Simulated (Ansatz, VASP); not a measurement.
## Two plane-wave programs on AlN

Contents of INCAR:

```
ALGO = Normal ; EDIFF = 1E-6
ENCUT = 600 ; GGA = PE
GGA_COMPAT = F ; ISIF = 2
ISMEAR = 0 ; LASPH = T
LCHARG = F ; LREAL = F
LWAVE = F ; NBANDS = 11
NELM = 120 ; PREC = Accurate
SIGMA = 0.01
```

File KPOINTS:

```
k-points
0
Gamma
  6 6 6
```

The input POSCAR:

```
AlN
1.0
   -0.0268946756      2.1880045658      2.2152398071
    2.1927224027     -0.0060600666      2.1944051981
    2.1949460966      2.1693836339     -0.0082837604
Al N
1 1
Direct
    0.9821100000      0.0105100000      0.0231300000
    0.7724500000      0.7357500000      0.7601700000
```

Input for Ansatz:

```yaml
crystal:
  lattice:
    - [-0.026894675623154528, 2.1880045657709517, 2.2152398071189436]
    - [2.192722402723841, -0.006060066574304838, 2.194405198070094]
    - [2.1949460965742467, 2.1693836339335424, -0.00828376042471091]
  atoms:
    - { symbol: Al, position: [0.98211, 0.01051, 0.02313] }
    - { symbol: "N", position: [0.77245, 0.73575, 0.76017] }
basis:
  ecutwfc: 540.0
  xc_grid: 2
kpoints:
  mp_grid:
    grid: [6, 6, 6]
hamiltonian:
  xc: pbe
scf:
  convergence:
    dr2_threshold: 1.0e-09
  occupations:
    method: fixed
output:
  forces: true
  stress: true
```

Alike in both runs: task single point; functional PBE; k mesh 6 × 6 × 6; no spin polarisation.

|  | VASP | Ansatz |
| --- | --- | --- |
| version | VASP 6.6.1 | Ansatz 0.2.0 |
| potentials or method | VASP PAW PBE potentials, release 64 (Al, N), cutoff 600 eV | plane waves, PAW |
| occupations | gaussian, width 0.01 eV | fixed |
| valence electrons in the cell | 8 | 8 |

|  | VASP | Ansatz | Ansatz less VASP |
| --- | --- | --- | --- |
| pressure (GPa) | 2.0 | 2.4 | +0.38 |
| traceless stress, the component that is largest in VASP (GPa) | -5.59 | -5.57 | +0.021 |
| rms of the force components (eV/Å) | 0.759 | 0.757 | -0.0017 |

Atom by atom the forces differ by 0.002 eV/Å (rms over components). Ansatz's warnings: stress scf threshold loose.
